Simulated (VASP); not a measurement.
# Lu (P6_3/mmc) in VASP: a series of runs

The runs below take Lu through single point, with PBEsol.

All numbers are computed with VASP 6.6.1; they aren't measurements. Logs are shortened: lines on timing, memory, paths and dates and some standing lists are left out, and cuts for length are marked.

## 1. The cell of the first run

The structure is hexagonal, space group P6_3/mmc (No. 194). The conventional cell has a = 3.503 Å, b = 3.503 Å, c = 5.551 Å, α = 90.00°, β = 90.00°, γ = 120.00°. Within 4.5 Å of Lu (site symmetry -6m2) lie 12 Lu at 3.43 to 3.50 Å.

## 2. Single point, PBEsol

Contents of INCAR:

```
SYSTEM = Lu
PREC     = Accurate       ! precision mode
ENCUT    = 520            ! plane-wave cutoff, eV
EDIFF    = 1E-7           ! SCF threshold, eV
ISMEAR   = -1             ! smearing method
SIGMA    = 0.05           ! smearing width, eV
LREAL    = .False.        ! projectors in reciprocal space
LASPH    = .True.         ! aspherical terms in the spheres
NELM     = 80             ! most SCF steps
ALGO     = Normal         ! electronic algorithm
ISIF     = 2              ! what is computed and relaxed
LWAVE    = .False.        ! write WAVECAR
LCHARG   = .True.         ! write CHGCAR
GGA      = PS             ! functional
LELF     = .True.         ! ELF
LVHAR    = .True.       
NBANDS   = 32             ! bands
```

Contents of KPOINTS:

```
regular mesh
0
Gamma
  7 7 4
  0 0 0
```

Contents of POSCAR:

```
Lu
1.0
    3.5031000000      0.0000000000      0.0000000000
   -1.7515500000      3.0337735920      0.0000000000
    0.0000000000      0.0000000000      5.5509000000
Lu
2
Direct
    0.3333333782      0.6666667563      0.2500000000
    0.6666666891      0.3333333782      0.7500000000
```

Potentials or basis: VASP PAW PBE potentials, release 64 (Lu).

The run is started by

```bash
cat potpaw_PBE.64/Lu/POTCAR > POTCAR
mpirun -np 1 vasp_std > vasp.out
```

OUTCAR:

```text
SYSTEM = Lu
   PREC = Accurate
   ENCUT = 520
   EDIFF = 1E-7
   ISMEAR = -1
   LREAL = .False.
   LASPH = .True.
   NELM = 80
   ISIF = 2
   GGA = PS

 ion  position               nearest neighbor table
   1  0.333  0.667  0.250-   2 3.43   2 3.43   2 3.43   2 3.43   2 3.43   2 3.43
   2  0.667  0.333  0.750-   1 3.43   1 3.43   1 3.43   1 3.43   1 3.43   1 3.43

  LATTYP: Found a hexagonal cell.
 ALAT       =     3.5031000000
 C/A-ratio  =     1.5845679541

  Lattice vectors:

 A1 = (   3.5031000000,   0.0000000000,   0.0000000000)
 A2 = (  -1.7515500000,   3.0337735920,   0.0000000000)
 A3 = (   0.0000000000,   0.0000000000,   5.5509000000)

Analysis of symmetry for initial positions (statically):
=====================================================================
 Subroutine PRICEL returns:
 Original cell was already a primitive cell.

 Routine SETGRP: Setting up the symmetry group for a
 hexagonal supercell.

 Subroutine GETGRP returns: Found 24 space group operations
 (whereof 12 operations were pure point group operations)
 out of a pool of 24 trial point group operations.

The static configuration has the point symmetry D_3d.
 The point group associated with its full space group is D_6h.

Analysis of symmetry for dynamics (positions and initial velocities):
=====================================================================
 Subroutine PRICEL returns:
 Original cell was already a primitive cell.

 Routine SETGRP: Setting up the symmetry group for a
 hexagonal supercell.

 Subroutine GETGRP returns: Found 24 space group operations
 (whereof 12 operations were pure point group operations)
 out of a pool of 24 trial point group operations.

The dynamic configuration has the point symmetry D_3d.
 The point group associated with its full space group is D_6h.

 Subroutine INISYM returns: Found 24 space group operations
 (whereof 12 operations are pure point group operations),
 and found     1 'primitive' translations

----------------------------------------------------------------------------------------

                                     Primitive cell

  volume of cell :      58.9928

  direct lattice vectors                    reciprocal lattice vectors
     3.503100000  0.000000000  0.000000000     0.285461448  0.164811244  0.000000000
    -1.751550000  3.033773592  0.000000000     0.000000000  0.329622488  0.000000000
     0.000000000  0.000000000  5.550900000     0.000000000  0.000000000  0.180150967

  length of vectors
     3.503100000  3.503100000  5.550900000     0.329622488  0.329622488  0.180150967

  position of ions in fractional coordinates (direct lattice)
     0.333333378  0.666666756  0.250000000
     0.666666689  0.333333378  0.750000000

  ion indices of the primitive-cell ions
   primitive index   ion index
                 1           1
                 2           2

----------------------------------------------------------------------------------------

 KPOINTS: regular mesh

Automatic generation of k-mesh.
 Grid dimensions read from file:
 generate k-points for:    7    7    4

 Generating k-lattice:

  Cartesian coordinates                     Fractional coordinates (reciprocal lattice)
     0.040780207  0.023544463  0.000000000     0.142857143  0.000000000  0.000000000
     0.000000000  0.047088927  0.000000000     0.000000000  0.142857143  0.000000000
     0.000000000  0.000000000  0.045037742     0.000000000  0.000000000  0.250000000

  Length of vectors
     0.047088927  0.047088927  0.045037742

  Shift w.r.t. Gamma in fractional coordinates (k-lattice)
     0.000000000  0.000000000  0.000000000

 Subroutine IBZKPT returns following result:
 ===========================================

 Found     24 irreducible k-points:

 Following reciprocal coordinates:
            Coordinates               Weight
  0.000000  0.000000  0.000000      1.000000
  0.142857  0.000000  0.000000      6.000000
  0.285714  0.000000  0.000000      6.000000
  0.428571  0.000000  0.000000      6.000000
  0.142857  0.142857  0.000000      6.000000
  0.285714  0.142857  0.000000     12.000000
[... 16 lines left out ...]
  0.428571  0.142857  0.500000      6.000000
  0.285714  0.285714  0.500000      6.000000
   k-points           NKPTS =     24   k-points in BZ     NKDIM =     24   number of bands    NBANDS=     32
   number of dos      NEDOS =    301   number of ions     NIONS =      2
   total plane-waves  NPLWV =  32928
   dimension x,y,z NGX =    28 NGY =   28 NGZ =   42
   dimension x,y,z NGXF=    56 NGYF=   56 NGZF=   84
   ions per type =               2
   NGX,Y,Z   is equivalent  to a cutoff of  13.29, 13.29, 12.58 a.u.
   NGXF,Y,Z  is equivalent  to a cutoff of  26.58, 26.58, 25.16 a.u.
 SYSTEM =  Lu
   PREC   = accura    normal or accurate (medium, high low for compatibility)
   ISTART =      0    job   : 0-new  1-cont  2-samecut
   ICHARG =      2    charge: 1-file 2-atom 10-const
   ISPIN  =      1    spin polarized calculation?
   LNONCOLLINEAR =      F non collinear calculations
   LSORBIT =      F    spin-orbit coupling
   LASPH  =      T    aspherical Exc in radial PAW
   ENCUT  =  520.0 eV  38.22 Ry    6.18 a.u.   6.51  6.51 10.32*2*pi/ulx,y,z
   NELM   =     80;   NELMIN=  2; NELMDL= -5     # of ELM steps
   EDIFF  = 0.1E-06   stopping-criterion for ELM
   LREAL  =      F    real-space projection
   EDIFFG = 0.1E-05   stopping-criterion for IOM
   NSW    =      0    number of steps for IOM
   IBRION =     -1    ionic relax: 0-MD 1-quasi-New 2-CG
   NFREE  =      0    steps in history (QN), initial steepest desc. (CG)
   ISIF   =      2    stress and relaxation
   ISYM   =      2    0-nonsym 1-usesym 2-fastsym
   POTIM  = 0.5000    time-step for ionic-motion
   TEBEG  =    0.0;   TEEND  =   0.0 temperature during run
   PSTRESS=    0.0 pullay stress
   NELECT =      50.0000    total number of electrons
   NUPDOWN=      -1.0000    fix difference up-down
   EMIN   =  10.00;   EMAX   =-10.00  energy-range for DOS
   EFERMI =   0.00;   METHOD = LEGACY
   ISMEAR =    -1;   SIGMA  =   0.05  broadening in eV -4-tet -1-fermi 0-gaus
   EFERMI_NEDOS =   21; number of points for ismear=-14 and -15
   IALGO  =     38    algorithm
   IMIX   =      4    mixing-type and parameters
     AMIX     =   0.40;   BMIX     =  1.00
     AMIX_MAG =   1.60;   BMIX_MAG =  1.00
  volume/ion in A,a.u.               =      29.50       199.05
  Fermi-wavevector in a.u.,A,eV,Ry     =   1.549287  2.927727 32.657919  2.400289
  Thomas-Fermi vector in A             =   2.654115
   LORBIT       =      0    0 simple, 1 ext, 2 COOP (PROOUT), +10 PAW based schemes
   GGA     = PS    functional components
   LHFCALC =     F    Hartree Fock is set to
   AEXX    =    0.0000 exact exchange contribution
   IVDW    =     0    specifies the selected vdW correction
   LEPSILON=     F    determine dielectric tensor
   LRPA    =     F    only Hartree local field effects (RPA)
 non-spin polarized calculation
  energy-cutoff  :      520.00
  volume of cell :       58.99
 maximum number of plane-waves:      1640
 NGX is ok and might be reduce to    28
   NGX = 13   NGY = 13   NGZ = 21

 number of electron      49.9999998 magnetization

 Free energy of the ion-electron system (eV)
  ---------------------------------------------------
  ext. energy  EPLUGINS =         0.00000000
  ---------------------------------------------------
  free energy    TOTEN  =        -9.88581247 eV

  energy without entropy =       -9.86083282  energy(sigma->0) =       -9.87332264

 E-fermi :   2.0225     XC(G=0): -10.7116

 val. band max:        1.9742557716   @ k =   0.4286   0.0000   0.2500
 cond. band min:       2.0327224481   @ k =   0.2857   0.2857   0.5000
 fundamental gap:      0.0584666765
 Fermi energy:         2.0225015022

 k-point     1 :       0.0000    0.0000    0.0000
  band No.  band energies     occupation
      1     -54.1762      2.00000
      2     -54.1445      2.00000
      3     -25.0877      2.00000
      4     -24.6850      2.00000
      5     -24.6850      2.00000
      6     -24.6091      2.00000
[... 24 lines left out ...]
     31       5.5075      0.00000
     32       5.5075      0.00000

 k-point     2 :       0.1429    0.0000    0.0000
  band No.  band energies     occupation
      1     -54.1718      2.00000
      2     -54.1429      2.00000
      3     -25.0573      2.00000
      4     -24.7472      2.00000
      5     -24.7057      2.00000
      6     -24.6739      2.00000
[... 24 lines left out ...]
     31       5.1125      0.00000
     32       5.3474      0.00000

 k-point     3 :       0.2857    0.0000    0.0000
  band No.  band energies     occupation
      1     -54.1613      2.00000
      2     -54.1399      2.00000
      3     -24.9784      2.00000
      4     -24.8875      2.00000
      5     -24.8127      2.00000
      6     -24.7495      2.00000
[... 24 lines left out ...]
     31       6.1159      0.00000
     32       6.5575      0.00000

 k-point     4 :       0.4286    0.0000    0.0000
  band No.  band energies     occupation
      1     -54.1513      2.00000
      2     -54.1389      2.00000
      3     -25.0003      2.00000
      4     -24.9179      2.00000
      5     -24.8908      2.00000
      6     -24.7830      2.00000
[... 24 lines left out ...]
     31       7.8002      0.00000
     32       8.0223      0.00000

 k-point     5 :       0.1429    0.1429    0.0000
  band No.  band energies     occupation
      1     -54.1643      2.00000
      2     -54.1406      2.00000
      3     -25.0023      2.00000
      4     -24.8253      2.00000
      5     -24.8038      2.00000
      6     -24.7170      2.00000
[... 584 lines left out ...]
     31       6.9548      0.00000
     32       6.9548      0.00000

 k-point    22 :       0.2857    0.1429    0.5000
  band No.  band energies     occupation
      1     -54.1464      2.00000
      2     -54.1464      2.00000
      3     -24.9930      2.00000
      4     -24.9930      2.00000
      5     -24.7673      2.00000
      6     -24.7673      2.00000
[... 24 lines left out ...]
     31       7.4534      0.00000
     32       7.4534      0.00000

 k-point    23 :       0.4286    0.1429    0.5000
  band No.  band energies     occupation
      1     -54.1436      2.00000
      2     -54.1436      2.00000
      3     -25.0321      2.00000
      4     -25.0321      2.00000
      5     -24.7894      2.00000
      6     -24.7894      2.00000
[... 24 lines left out ...]
     31       7.8554      0.00000
     32       7.8554      0.00000

 k-point    24 :       0.2857    0.2857    0.5000
  band No.  band energies     occupation
      1     -54.1430      2.00000
      2     -54.1429      2.00000
      3     -24.9971      2.00000
      4     -24.9971      2.00000
      5     -24.8500      2.00000
      6     -24.8500      2.00000
[... 24 lines left out ...]
     31       7.5773      0.00000
     32       7.5773      0.00000

------------------------ aborting loop because EDIFF is reached ----------------------------------------

  FORCE on cell =-STRESS in cart. coord.  units (eV):
  Direction    XX          YY          ZZ          XY          YZ          ZX
  --------------------------------------------------------------------------------------
  -------------------------------------------------------------------------------------
  Total       -0.9688439     -0.9688439     -1.5225452      0.0000000      0.0000000      0.0000000
  in kB      -26.3126917    -26.3126917    -41.3505851      0.0000000      0.0000000      0.0000000
  external PRESSURE =     -31.3253228 kB  Pullay stress =       0.0000000 kB

 VOLUME and BASIS-vectors are now :
 -----------------------------------------------------------------------------
  energy-cutoff  :      520.00
  volume of cell :       58.99
      direct lattice vectors                 reciprocal lattice vectors
     3.503100000  0.000000000  0.000000000     0.285461448  0.164811244  0.000000000
    -1.751550000  3.033773592  0.000000000     0.000000000  0.329622488  0.000000000
     0.000000000  0.000000000  5.550900000     0.000000000  0.000000000  0.180150967

 POSITION                                       TOTAL-FORCE (eV/Angst)
 -----------------------------------------------------------------------------------
      0.00000      2.02252      1.38773         0.000000      0.000000      0.000000
      1.75155      1.01126      4.16318         0.000000     -0.000000      0.000000
 -----------------------------------------------------------------------------------
    total drift:                               -0.000000     -0.000611     -0.000001

  FREE ENERGIE OF THE ION-ELECTRON SYSTEM (eV)
  ---------------------------------------------------
  free  energy   TOTEN  =        -9.8858124732 eV

  energy  without entropy=       -9.8608328157  energy(sigma->0) =       -9.87332264
```

It took 24 s on 1 thread of Intel Xeon 6975P-C (Granite Rapids), shared host; peak memory 0.19 GiB.

Results:

* Free energy: -9.8858 eV
* Pressure: -3.1 GPa
* Band gap on the k mesh: zero (band 25 reaches 3.17 eV, above the bottom of band 26 at 1.48 eV)

Stress tensor (GPa, compression positive):
```
-2.63  0.00  0.00
 0.00 -2.63  0.00
 0.00  0.00 -4.14
```

Caveat: the PAW data sets were made with another functional, which shifts forces and pressure a little; spin-orbit coupling is left out, which moves the levels of the heavy elements.

## 3. Single point, PBEsol

Contents of INCAR:

```
SYSTEM = Lu
PREC     = Accurate       ! precision mode
ENCUT    = 520            ! plane-wave cutoff, eV
EDIFF    = 1E-6           ! SCF threshold, eV
ISMEAR   = -1             ! smearing method
SIGMA    = 0.05           ! smearing width, eV
LREAL    = .FALSE.        ! projectors in reciprocal space
LASPH    = .TRUE.         ! aspherical terms in the spheres
NELM     = 100            ! most SCF steps
ALGO     = Normal         ! electronic algorithm
ISIF     = 2              ! what is computed and relaxed
LWAVE    = .FALSE.        ! write WAVECAR
LCHARG   = .FALSE.        ! write CHGCAR
GGA      = PS             ! functional
NBANDS   = 32             ! bands
```

Contents of KPOINTS:

```
Automatic mesh
0
G
  7 7 4
  0 0 0
```

POSCAR, as its differences from that of step 2:

```diff
@@ -9,2 +9,2 @@
     0.3333333782      0.6666667563      0.2500000000
-    0.6666666891      0.3333333782      0.7500000000
+    1.6666666891      0.3333333782      0.7500000000
```

Potentials or basis: VASP PAW PBE potentials, release 64 (Lu).

The run is started by

```bash
cat potpaw_PBE.64/Lu/POTCAR > POTCAR
mpirun -np 1 vasp_std > vasp.out
```

Wall time 22 s (1 thread of Intel Xeon 6975P-C (Granite Rapids), shared host); peak memory 0.19 GiB.

Results (log left out):

* Free energy: -9.8858 eV
* Pressure: -3.1 GPa
* Band gap on the k mesh: zero (band 25 reaches 3.17 eV, above the bottom of band 26 at 1.48 eV)

Stress tensor (GPa, compression positive):
```
-2.62  0.00  0.00
 0.00 -2.62  0.00
 0.00  0.00 -4.12
```

Levels at points of the mesh, in eV from the Fermi level:
```
           k point  band 20  band 21  band 22  band 23  band 24  band 25  band 26  band 27  band 28  band 29
(0.00, 0.00, 0.00)    -4.87    -4.87    -4.85    -4.85    -2.42     0.56     2.19     2.19     2.47     2.88
(0.00, 0.00, 0.50)    -4.86    -4.85    -4.85    -4.37    -4.37     1.15     1.15     2.12     2.12     2.12
```

Caveat: the PAW data sets were made with another functional, which shifts forces and pressure a little; spin-orbit coupling is left out, which moves the levels of the heavy elements.
